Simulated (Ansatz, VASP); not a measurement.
Two plane-wave programs on Al2BAs3

```
Al B As
1.0
     3.84100    0.00000    0.00000
    -1.92050    3.32640    0.00000
     0.00000    0.00000    9.54600
Al B As
2 1 3
Direct
  0.00000 0.00000 0.98942
  0.66667 0.33333 0.34470
  0.33333 0.66667 0.67313
  0.00000 0.00000 0.24654
  0.66667 0.33333 0.60485
  0.33333 0.66667 0.89136
```

Alike in both runs: functional PBE; k mesh 6 × 6 × 2; occupations gaussian, width 0.1 eV; no spin polarisation.

Ansatz relaxed the structure, and its values are those at the end. VASP's run is a single point on that final structure, the one shown.

```csv
,VASP,Ansatz
version,VASP 6.6.1,Ansatz 0.2.0
potentials or method,"VASP PAW PBE potentials, release 64 (Al, B, As), cutoff 520 eV","scalar-relativistic, plane waves, PAW"
valence electrons in the cell,24,54
```

```tsv
	VASP	Ansatz	Ansatz less VASP
gap on the k mesh at the Fermi level (eV)	0.33	0.33	+0.005
least direct gap on the mesh (eV)	0.33	0.33	+0.005
pressure (GPa)	0.3	0.1	-0.22
rms of the force components (eV/Å)	0.012	0.005	-0.0068
```

VASP's potentials hold 24 valence electrons a cell and Ansatz's 54, so a difference there can come from the potentials and not from the codes.
